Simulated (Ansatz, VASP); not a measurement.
**One calculation of Nb, two programs**

```xyz
1
Lattice="-1.6504 1.6504 1.6504 1.6504 -1.6504 1.6504 1.6504 1.6504 -1.6504" Properties=species:S:1:pos:R:3 pbc="T T T"
Nb    0.0000    0.0000    0.0000
```

Alike in both runs: task relaxation of cell and atoms; functional PBEsol; k mesh 18 × 18 × 18; occupations fermi-dirac, width 0.05 eV; no spin polarisation.

```csv
,VASP,Ansatz
version,VASP 6.6.1,Ansatz 0.2.0
potentials or method,"VASP PAW PBE potentials, release 64 (Nb_sv)","PAW with Ansatz's default frozen-core files, scalar-relativistic"
plane-wave cutoff (eV),600,420
valence electrons in the cell,13,13
```

|  | VASP | Ansatz | Ansatz less VASP |
| --- | --- | --- | --- |
| relaxed volume (Å³/atom) | 17.50 | 17.52 | +0.025 |
| relaxed length of the cell vector where the two differ most in proportion (Å) | 2.833 | 2.834 | +0.0014 |

VASP's potentials were made for PBE, not for PBEsol.
